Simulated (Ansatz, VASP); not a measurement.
Two plane-wave programs on Cu

INCAR

```
SYSTEM = Cu
  ALGO = Fast
  EDIFF = 1E-6
  EDIFFG = -0.015
  ENCUT = 600
  GGA = PS
  IBRION = 2
  ISIF = 3
  ISMEAR = 0
  LASPH = .TRUE.
  LCHARG = .FALSE.
  LREAL = .FALSE.
  LWAVE = .FALSE.
  NELM = 80
  NSW = 80
  PREC = Accurate
  SIGMA = 0.1
```

Contents of KPOINTS:

```
k-points
0
G
  14 14 14
  0 0 0
```

Contents of POSCAR:

```
Cu
1.0
    0.0000000000      0.0000000000     -2.8319982124
   -2.8319982124      0.0000000000      0.0000000000
    1.4159991062      4.2479973186      1.4159991062
Cu
3
Direct
    0.6666666667      0.6666666667      0.3333333333
    0.0000000000      0.0000000000      0.0000000000
    0.3333333333      0.3333333333      0.6666666667
```

Input for Ansatz:

```yaml
crystal:
  lattice:
    - [0.0, 0.0, -2.8319982124]
    - [-2.8319982124, 0.0, 0.0]
    - [1.4159991062, 4.2479973186, 1.4159991062]
  atoms:
    - { symbol: Cu, position: [0.6666666667, 0.6666666667, 0.3333333333] }
    - { symbol: Cu, position: [0.0, 0.0, 0.0] }
    - { symbol: Cu, position: [0.3333333333, 0.3333333333, 0.6666666667] }
basis:
  ecutwfc: 420
kpoints:
  mp_grid: { grid: [14, 14, 14] }
hamiltonian:
  xc: pbesol
scf:
  occupations: { method: gaussian, width: 0.1 }
output:
  forces: true
  stress: true
  eigenvalues: true
relax:
  adjacent_minimum: "off"
  f_tol: 0.015
  max_steps: 60
  cell: { stress_tol: 0.15 }
```

Alike in both runs: task relaxation of cell and atoms; functional PBEsol; k mesh 14 × 14 × 14; occupations gaussian, width 0.1 eV; no spin polarisation.

```csv
,VASP,Ansatz
version,VASP 6.6.1,Ansatz 0.2.0
potentials or method,"VASP PAW PBE potentials, release 64 (Cu), cutoff 600 eV","scalar-relativistic, plane waves, PAW"
valence electrons in the cell,33,57
```

|  | VASP | Ansatz | Ansatz less VASP |
| --- | --- | --- | --- |
| gap on the k mesh at the Fermi level, each at its own relaxed structure (eV) | none | none | - |
| relaxed volume (Å³/atom) | 11.43 | 11.36 | -0.070 |
| relaxed length of the cell vector where the two differ most in proportion (Å) | 2.838 | 2.832 | -0.0061 |

VASP's potentials were made for PBE, not for PBEsol. A gap of «none» marks a metal or a gap that the smearing closes. VASP's potentials hold 33 valence electrons a cell and Ansatz's 57, so a difference there can come from the potentials and not from the codes.
